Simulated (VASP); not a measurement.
Runs of VASP 6.6.1 on TiB2. The structure is that of space group P6/mmm (No. 191), or close to it. The cells are those of the table. 

```tsv
task	cell	gap on the mesh (eV)	pressure (GPa)
relaxation of cell and atoms	relaxed to 30 GPa from a = 3.029, b = 3.029, c = 3.228 Å, angles 90.0, 90.0, 120.0°, 3 atoms	none	30.0
relaxation of cell and atoms	relaxed from a = 3.029, b = 3.029, c = 3.228 Å, angles 90.0, 90.0, 120.0°, 3 atoms	none	-0.1
relaxation of cell and atoms	relaxed to 40 GPa from a = 3.029, b = 3.029, c = 3.228 Å, angles 90.0, 90.0, 120.0°, 3 atoms	none	40.0
single point	a = 2.947, b = 2.947, c = 3.094 Å, angles 90.0, 90.0, 120.0°, 3 atoms	none	30.2
relaxation of cell and atoms	relaxed to 10 GPa from a = 3.029, b = 3.029, c = 3.228 Å, angles 90.0, 90.0, 120.0°, 3 atoms	none	10.2
single point	a = 3.000, b = 3.000, c = 3.174 Å, angles 90.0, 90.0, 120.0°, 3 atoms	none	10.2
relaxation of cell and atoms	relaxed to 20 GPa from a = 3.029, b = 3.029, c = 3.228 Å, angles 90.0, 90.0, 120.0°, 3 atoms	none	20.0
single point	a = 2.924, b = 2.924, c = 3.060 Å, angles 90.0, 90.0, 120.0°, 3 atoms	none	(a)
single point	a = 2.972, b = 2.972, c = 3.131 Å, angles 90.0, 90.0, 120.0°, 3 atoms	none	20.2
single point	a = 3.033, b = 3.033, c = 3.224 Å, angles 90.0, 90.0, 120.0°, 3 atoms	none	0.2
```

Alike in all rows: level PBE; potentials or basis VASP PAW PBE potentials, release 64 (Ti_sv, B); no spin polarisation; k mesh 13 × 13 × 10; cutoff (eV) 500; smearing fermi-dirac 0.15 eV.

Task: Fill in the values left out.

Result: (a) 40.2.

Caveats: the cell is relaxed towards a set pressure, so the enthalpy falls and the energy may rise (some runs).

A gap of «none» marks levels without a gap at the run's occupations.
